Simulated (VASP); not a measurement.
# Ir in VASP: further runs

Runs on Ir. Level: PBE. Tasks: single point.

Program: VASP 6.6.1. These are calculated values, not measurements. Logs are shortened: lines on timing, memory, paths and dates and some standing lists are left out, and cuts for length are marked.

## 1. The cell of the first run

The cell holds a wire with vacuum, 4 atoms: a = 10.900 Å, b = 11.200 Å, c = 3.789 Å, α = 90.00°, β = 90.00°, γ = 90.00°.

## 2. Single point, PBE

The input, INCAR:

```
PREC = Accurate ; ENCUT = 520
EDIFF = 1E-6 ; ISMEAR = 0
SIGMA = 0.05 ; LREAL = F
LASPH = T ; NELM = 80
ALGO = Normal ; ISIF = 2
LWAVE = F ; LCHARG = F
GGA = PE ; NBANDS = 26
```

The input, KPOINTS:

```
Automatic mesh
0
Gamma
  1 1 14
```

The input, POSCAR:

```
Ir
1.0
   10.9000000000      0.0000000000      0.0000000000
    0.0000000000     11.2000000000      0.0000000000
    0.0000000000      0.0000000000      3.7889418040
Ir
4
Direct
    0.5792063206      0.5770858563      0.0000000000
    0.5792063206      0.4229141437      0.5000000000
    0.4207936794      0.5770858563      0.5000000000
    0.4207936794      0.4229141437      0.0000000000
```

Potentials or basis: VASP PAW PBE potentials, release 64 (Ir).

Launch:

```sh
> cat potpaw_PBE.64/Ir/POTCAR > POTCAR
> mpirun -np 1 vasp_std > vasp.out
```

OUTCAR:

```text
PREC = Accurate
   ENCUT = 520
   EDIFF = 1E-6
   ISMEAR = 0
   LREAL = F
   LASPH = T
   NELM = 80
   ISIF = 2
   GGA = PE

 ion  position               nearest neighbor table
   1  0.579  0.577  0.000-   4 2.44   3 2.56   3 2.56   2 2.56   2 2.56
   2  0.579  0.423  0.500-   3 2.44   4 2.56   4 2.56   1 2.56   1 2.56
   3  0.421  0.577  0.500-   2 2.44   1 2.56   1 2.56   4 2.56   4 2.56
   4  0.421  0.423  0.000-   1 2.44   2 2.56   2 2.56   3 2.56   3 2.56

  LATTYP: Found a simple orthorhombic cell.
 ALAT       =     3.7889418040
 B/A-ratio  =     2.8767926677
 C/A-ratio  =     2.9559704475

  Lattice vectors:

 A1 = (   0.0000000000,   0.0000000000,   3.7889418040)
 A2 = (  10.9000000000,   0.0000000000,   0.0000000000)
 A3 = (   0.0000000000,  11.2000000000,   0.0000000000)

Analysis of symmetry for initial positions (statically):
=====================================================================
 Subroutine PRICEL returns:
 Original cell was already a primitive cell.

 Routine SETGRP: Setting up the symmetry group for a
 simple orthorhombic supercell.

 Subroutine GETGRP returns: Found  8 space group operations
 (whereof  4 operations were pure point group operations)
 out of a pool of  8 trial point group operations.

The static configuration has the point symmetry C_2h.
 The point group associated with its full space group is D_2h.

Analysis of symmetry for dynamics (positions and initial velocities):
=====================================================================
 Subroutine PRICEL returns:
 Original cell was already a primitive cell.

 Routine SETGRP: Setting up the symmetry group for a
 simple orthorhombic supercell.

 Subroutine GETGRP returns: Found  8 space group operations
 (whereof  4 operations were pure point group operations)
 out of a pool of  8 trial point group operations.

The dynamic configuration has the point symmetry C_2h.
 The point group associated with its full space group is D_2h.

 Subroutine INISYM returns: Found  8 space group operations
 (whereof  4 operations are pure point group operations),
 and found     1 'primitive' translations

----------------------------------------------------------------------------------------

                                     Primitive cell

  volume of cell :     462.5540
[... 73 lines left out ...]
   LASPH  =      T    aspherical Exc in radial PAW
   ENCUT  =  520.0 eV  38.22 Ry    6.18 a.u.  20.27 20.82  7.04*2*pi/ulx,y,z
   NELM   =     80;   NELMIN=  2; NELMDL= -5     # of ELM steps
   EDIFF  = 0.1E-05   stopping-criterion for ELM
   LREAL  =      F    real-space projection
   EDIFFG = 0.1E-04   stopping-criterion for IOM
   NSW    =      0    number of steps for IOM
   IBRION =     -1    ionic relax: 0-MD 1-quasi-New 2-CG
   NFREE  =      0    steps in history (QN), initial steepest desc. (CG)
   ISIF   =      2    stress and relaxation
   ISYM   =      2    0-nonsym 1-usesym 2-fastsym
   POTIM  = 0.5000    time-step for ionic-motion
   TEBEG  =    0.0;   TEEND  =   0.0 temperature during run
   PSTRESS=    0.0 pullay stress
   NELECT =      36.0000    total number of electrons
   NUPDOWN=      -1.0000    fix difference up-down
   EMIN   =  10.00;   EMAX   =-10.00  energy-range for DOS
   EFERMI =   0.00;   METHOD = LEGACY
   ISMEAR =     0;   SIGMA  =   0.05  broadening in eV -4-tet -1-fermi 0-gaus
   EFERMI_NEDOS =   21; number of points for ismear=-14 and -15
   IALGO  =     38    algorithm
   IMIX   =      4    mixing-type and parameters
     AMIX     =   0.40;   BMIX     =  1.00
     AMIX_MAG =   1.60;   BMIX_MAG =  1.00
  volume/ion in A,a.u.               =     115.64       780.37
  Fermi-wavevector in a.u.,A,eV,Ry     =   0.698964  1.320851  6.647137  0.488551
  Thomas-Fermi vector in A             =   1.782713
   LORBIT       =      0    0 simple, 1 ext, 2 COOP (PROOUT), +10 PAW based schemes
   GGA     = PE    functional components
   LHFCALC =     F    Hartree Fock is set to
   AEXX    =    0.0000 exact exchange contribution
   IVDW    =     0    specifies the selected vdW correction
   LEPSILON=     F    determine dielectric tensor
   LRPA    =     F    only Hartree local field effects (RPA)
 non-spin polarized calculation
 Gauss-broadening in eV      SIGMA  =   0.05
  energy-cutoff  :      520.00
  volume of cell :      462.55
 maximum number of plane-waves:     12494
 NGX is ok and might be reduce to    84
   NGX = 41   NGY = 41   NGZ = 15

 number of electron      36.0000003 magnetization

 Free energy of the ion-electron system (eV)
  ---------------------------------------------------
  ext. energy  EPLUGINS =         0.00000000
  ---------------------------------------------------
  free energy    TOTEN  =       -24.17129378 eV

  energy without entropy =      -24.16059614  energy(sigma->0) =      -24.16594496

 E-fermi :  -2.7266     XC(G=0):  -3.2386

 val. band max:       -2.8186455591   @ k =   0.0000   0.0000   0.0000
 cond. band min:      -2.7219072394   @ k =   0.0000   0.0000   0.0714
 fundamental gap:      0.0967383197
 Fermi energy:        -2.7266137621

 k-point     1 :       0.0000    0.0000    0.0000
  band No.  band energies     occupation
      1     -10.1714      2.00000
      2      -9.0116      2.00000
      3      -8.3043      2.00000
      4      -8.3042      2.00000
      5      -8.2793      2.00000
      6      -7.2811      2.00000
[... 221 lines left out ...]
     25       0.5513      0.00000
     26       0.5513      0.00000

------------------------ aborting loop because EDIFF is reached ----------------------------------------

  FORCE on cell =-STRESS in cart. coord.  units (eV):
  Direction    XX          YY          ZZ          XY          YZ          ZX
  --------------------------------------------------------------------------------------
  -------------------------------------------------------------------------------------
  Total        0.2798758      0.2745667      0.2945009      0.0000000      0.0000000      0.0000000
  in kB        0.9694234      0.9510337      1.0200812      0.0000000      0.0000000      0.0000000
  external PRESSURE =       0.9801795 kB  Pullay stress =       0.0000000 kB

 VOLUME and BASIS-vectors are now :
 -----------------------------------------------------------------------------
  energy-cutoff  :      520.00
  volume of cell :      462.55
      direct lattice vectors                 reciprocal lattice vectors
    10.900000000  0.000000000  0.000000000     0.091743119  0.000000000  0.000000000
     0.000000000 11.200000000  0.000000000     0.000000000  0.089285714  0.000000000
     0.000000000  0.000000000  3.788941804     0.000000000  0.000000000  0.263925933

 POSITION                                       TOTAL-FORCE (eV/Angst)
 -----------------------------------------------------------------------------------
      6.31335      6.46336      0.00000         0.085522      0.085115      0.000000
      6.31335      4.73664      1.89447         0.085522     -0.085115      0.000000
      4.58665      6.46336      1.89447        -0.085522      0.085115      0.000000
      4.58665      4.73664      0.00000        -0.085522     -0.085115      0.000000
 -----------------------------------------------------------------------------------
    total drift:                                0.000000     -0.000000      0.000000

  FREE ENERGIE OF THE ION-ELECTRON SYSTEM (eV)
  ---------------------------------------------------
  free  energy   TOTEN  =       -24.1712937763 eV

  energy  without entropy=      -24.1605961389  energy(sigma->0) =      -24.16594496
```

OSZICAR:

```text
N       E                     dE             d eps       ncg     rms          rms(c)
DAV:   1     0.262354857197E+03    0.26235E+03   -0.11206E+04   416   0.100E+03
DAV:   2     0.190633922192E+02   -0.24329E+03   -0.21115E+03   476   0.252E+02
DAV:   3    -0.237188745851E+02   -0.42782E+02   -0.40064E+02   592   0.947E+01
[... 11 lines left out ...]
DAV:  15    -0.241711762495E+02   -0.21906E-03   -0.83305E-06   356   0.133E-02    0.562E-03
DAV:  16    -0.241712658431E+02   -0.89594E-04   -0.42406E-06   346   0.897E-03    0.144E-03
DAV:  17    -0.241712922326E+02   -0.26390E-04   -0.18621E-06   334   0.494E-03    0.104E-03
DAV:  18    -0.241712937088E+02   -0.14762E-05   -0.23116E-07   274   0.266E-03    0.552E-04
DAV:  19    -0.241712937763E+02   -0.67500E-07   -0.15048E-07   250   0.175E-03
   1 F= -.24171294E+02 E0= -.24165945E+02  d E =-.106976E-01
```

stdout:

```text
POSCAR found type information on POSCAR Ir
 POSCAR found :  1 types and       4 ions
 scaLAPACK will be used
 LDA part: xc-table for (Slater+PW92), standard interpolation
 POSCAR, INCAR and KPOINTS ok, starting setup
 FFT: planning ... GRIDC
 FFT: planning ... GRID_SOFT
 FFT: planning ... GRID
 WAVECAR not read
 entering main loop
```

It took 1.7 min on 1 thread of Intel Xeon 6975P-C, shared host; peak memory 0.48 GiB.

Results:

```yaml
Free_energy: -24.1713 eV
Largest_force: 0.121 eV/Å
Band_gap_on_the_k_mesh: zero (band 18 reaches -2.61 eV, above the bottom of band 19 at -2.82 eV)
```

Forces on the atoms (eV/Å):
```
Ir   0.086  0.085  0.000
Ir   0.086 -0.085  0.000
Ir  -0.086  0.085  0.000
Ir  -0.086 -0.085  0.000
```

Caveat: spin-orbit coupling is left out, which moves the levels of the heavy elements.

## 3. Single point, PBE

This run uses another cell than the first one, of 118.13 Å³/atom, 1.022 times its volume.

The input, INCAR:

```
SYSTEM = Ir
PREC     = Accurate       ! precision mode
ENCUT    = 520            ! plane-wave cutoff, eV
EDIFF    = 1E-6           ! SCF threshold, eV
ISMEAR   = 0              ! smearing method
SIGMA    = 0.05           ! smearing width, eV
LREAL    = .False.        ! projectors in reciprocal space
LASPH    = .True.         ! aspherical terms in the spheres
NELM     = 80             ! most SCF steps
ALGO     = Normal         ! electronic algorithm
ISIF     = 2              ! what is computed and relaxed
LWAVE    = .False.        ! write WAVECAR
LCHARG   = .False.        ! write CHGCAR
GGA      = PE             ! functional
NBANDS   = 26             ! bands
```

The input, KPOINTS:

```
regular mesh
0
Gamma
  1 1 14
  0 0 0
```

The input, POSCAR:

```
Ir
1.0
   10.9000000000      0.0000000000      0.0000000000
    0.0000000000     11.2000000000      0.0000000000
    0.0000000000      0.0000000000      3.8706609772
Ir
4
Direct
    0.5887766279      0.5863986825      0.0000000000
    0.5887766279      0.4136013175      0.5000000000
    0.4112233721      0.5863986825      0.5000000000
    0.4112233721      0.4136013175      0.0000000000
```

Potentials or basis: VASP PAW PBE potentials, release 64 (Ir).

Launch:

```sh
> cat potpaw_PBE.64/Ir/POTCAR > POTCAR
> mpirun -np 1 vasp_std > vasp.out
```

OUTCAR:

```text
SYSTEM = Ir
   PREC = Accurate
   ENCUT = 520
   EDIFF = 1E-6
   ISMEAR = 0
   LREAL = .False.
   LASPH = .True.
   NELM = 80
   ISIF = 2
   GGA = PE

 ion  position               nearest neighbor table
   1  0.589  0.586  0.000-   4 2.74   2 2.74   2 2.74   3 2.74   3 2.74
   2  0.589  0.414  0.500-   3 2.74   1 2.74   1 2.74   4 2.74   4 2.74
   3  0.411  0.586  0.500-   2 2.74   4 2.74   4 2.74   1 2.74   1 2.74
   4  0.411  0.414  0.000-   1 2.74   3 2.74   3 2.74   2 2.74   2 2.74

  LATTYP: Found a simple orthorhombic cell.
 ALAT       =     3.8706609772
 B/A-ratio  =     2.8160564989
 C/A-ratio  =     2.8935626411

  Lattice vectors:

 A1 = (   0.0000000000,   0.0000000000,   3.8706609772)
 A2 = (  10.9000000000,   0.0000000000,   0.0000000000)
 A3 = (   0.0000000000,  11.2000000000,   0.0000000000)

Analysis of symmetry for initial positions (statically):
=====================================================================
 Subroutine PRICEL returns:
 Original cell was already a primitive cell.

 Routine SETGRP: Setting up the symmetry group for a
 simple orthorhombic supercell.

 Subroutine GETGRP returns: Found  8 space group operations
 (whereof  4 operations were pure point group operations)
 out of a pool of  8 trial point group operations.

The static configuration has the point symmetry C_2h.
 The point group associated with its full space group is D_2h.

Analysis of symmetry for dynamics (positions and initial velocities):
=====================================================================
 Subroutine PRICEL returns:
 Original cell was already a primitive cell.

 Routine SETGRP: Setting up the symmetry group for a
 simple orthorhombic supercell.

 Subroutine GETGRP returns: Found  8 space group operations
[... 106 lines left out ...]
   ISMEAR =     0;   SIGMA  =   0.05  broadening in eV -4-tet -1-fermi 0-gaus
   EFERMI_NEDOS =   21; number of points for ismear=-14 and -15
   IALGO  =     38    algorithm
   IMIX   =      4    mixing-type and parameters
     AMIX     =   0.40;   BMIX     =  1.00
     AMIX_MAG =   1.60;   BMIX_MAG =  1.00
  volume/ion in A,a.u.               =     118.13       797.20
  Fermi-wavevector in a.u.,A,eV,Ry     =   0.694010  1.311489  6.553246  0.481650
  Thomas-Fermi vector in A             =   1.776384
   LORBIT       =      0    0 simple, 1 ext, 2 COOP (PROOUT), +10 PAW based schemes
   GGA     = PE    functional components
   LHFCALC =     F    Hartree Fock is set to
   AEXX    =    0.0000 exact exchange contribution
   IVDW    =     0    specifies the selected vdW correction
   LEPSILON=     F    determine dielectric tensor
   LRPA    =     F    only Hartree local field effects (RPA)
 non-spin polarized calculation
 Gauss-broadening in eV      SIGMA  =   0.05
  energy-cutoff  :      520.00
  volume of cell :      472.53
 maximum number of plane-waves:     12762
 NGX is ok and might be reduce to    84
   NGX = 41   NGY = 41   NGZ = 15

 number of electron      35.9999993 magnetization

 Free energy of the ion-electron system (eV)
  ---------------------------------------------------
  ext. energy  EPLUGINS =         0.00000000
  ---------------------------------------------------
  free energy    TOTEN  =       -22.63259683 eV

  energy without entropy =      -22.59440255  energy(sigma->0) =      -22.61349969

 E-fermi :  -2.9913     XC(G=0):  -3.3361

 val. band max:       -3.0176376348   @ k =   0.0000   0.0000   0.2143
 cond. band min:      -2.9891986515   @ k =   0.0000   0.0000   0.0000
 fundamental gap:      0.0284389833
 Fermi energy:        -2.9913379833

 k-point     1 :       0.0000    0.0000    0.0000
  band No.  band energies     occupation
      1      -9.2073      2.00000
      2      -7.3185      2.00000
      3      -7.1914      2.00000
      4      -7.1914      2.00000
      5      -7.0037      2.00000
      6      -6.2813      2.00000
[... 221 lines left out ...]
     25      -0.0206      0.00000
     26      -0.0206      0.00000

------------------------ aborting loop because EDIFF is reached ----------------------------------------

  FORCE on cell =-STRESS in cart. coord.  units (eV):
  Direction    XX          YY          ZZ          XY          YZ          ZX
  --------------------------------------------------------------------------------------
  -------------------------------------------------------------------------------------
  Total      -10.6496435    -10.6449542    -12.8464209     -0.0000000      0.0000000      0.0000000
  in kB      -36.1090445    -36.0931448    -43.5575131     -0.0000000      0.0000000      0.0000000
  external PRESSURE =     -38.5865675 kB  Pullay stress =       0.0000000 kB

 VOLUME and BASIS-vectors are now :
 -----------------------------------------------------------------------------
  energy-cutoff  :      520.00
  volume of cell :      472.53
      direct lattice vectors                 reciprocal lattice vectors
    10.900000000  0.000000000  0.000000000     0.091743119  0.000000000  0.000000000
     0.000000000 11.200000000  0.000000000     0.000000000  0.089285714  0.000000000
     0.000000000  0.000000000  3.870660977     0.000000000  0.000000000  0.258353807

 POSITION                                       TOTAL-FORCE (eV/Angst)
 -----------------------------------------------------------------------------------
      6.41767      6.56767      0.00000        -2.744499     -2.743239     -0.000000
      6.41767      4.63233      1.93533        -2.744499      2.743239     -0.000000
      4.48233      6.56767      1.93533         2.744499     -2.743239      0.000000
      4.48233      4.63233      0.00000         2.744499      2.743239      0.000000
 -----------------------------------------------------------------------------------
    total drift:                               -0.000000      0.000000      0.000000

  FREE ENERGIE OF THE ION-ELECTRON SYSTEM (eV)
  ---------------------------------------------------
  free  energy   TOTEN  =       -22.6325968284 eV

  energy  without entropy=      -22.5944025510  energy(sigma->0) =      -22.61349969
```

OSZICAR:

```text
N       E                     dE             d eps       ncg     rms          rms(c)
DAV:   1     0.241853310764E+03    0.24185E+03   -0.11039E+04   416   0.999E+02
DAV:   2     0.146722063879E+02   -0.22718E+03   -0.19245E+03   514   0.244E+02
DAV:   3    -0.225193739910E+02   -0.37192E+02   -0.34576E+02   582   0.874E+01
[... 11 lines left out ...]
DAV:  15    -0.226324368279E+02   -0.30194E-03   -0.31036E-05   456   0.269E-02    0.687E-03
DAV:  16    -0.226325617871E+02   -0.12496E-03   -0.74483E-06   372   0.143E-02    0.466E-03
DAV:  17    -0.226325902327E+02   -0.28446E-04   -0.25952E-06   340   0.900E-03    0.143E-03
DAV:  18    -0.226325964756E+02   -0.62429E-05   -0.10600E-06   324   0.421E-03    0.714E-04
DAV:  19    -0.226325968284E+02   -0.35279E-06   -0.43797E-07   298   0.194E-03
   1 F= -.22632597E+02 E0= -.22613500E+02  d E =-.381943E-01
```

Run time: 2 min. Hardware: 1 thread of Intel Xeon 6975P-C, shared host; peak memory 0.49 GiB.

Results:

```yaml
Free_energy: -22.6326 eV
Largest_force: 3.880 eV/Å
Band_gap_on_the_k_mesh: zero (band 18 reaches -2.98 eV, above the bottom of band 19 at -3.02 eV)
```

Forces on the atoms (eV/Å):
```
Ir  -2.744 -2.743  0.000
Ir  -2.744  2.743  0.000
Ir   2.744 -2.743  0.000
Ir   2.744  2.743  0.000
```

Levels at points of the mesh, in eV from the Fermi level:
| k point | band 13 | band 14 | band 15 | band 16 | band 17 | band 18 | band 19 | band 20 | band 21 | band 22 |
| --- | --- | --- | --- | --- | --- | --- | --- | --- | --- | --- |
| (0.00, 0.00, 0.00) | -1.14 | -0.37 | -0.33 | -0.07 | -0.07 | 0.00 | 0.00 | 0.05 | 0.05 | 0.11 |
| (0.00, 0.00, 0.50) | -0.94 | -0.94 | -0.82 | -0.82 | -0.21 | -0.21 | 0.12 | 0.12 | 0.49 | 0.49 |

Caveat: spin-orbit coupling is left out, which moves the levels of the heavy elements.
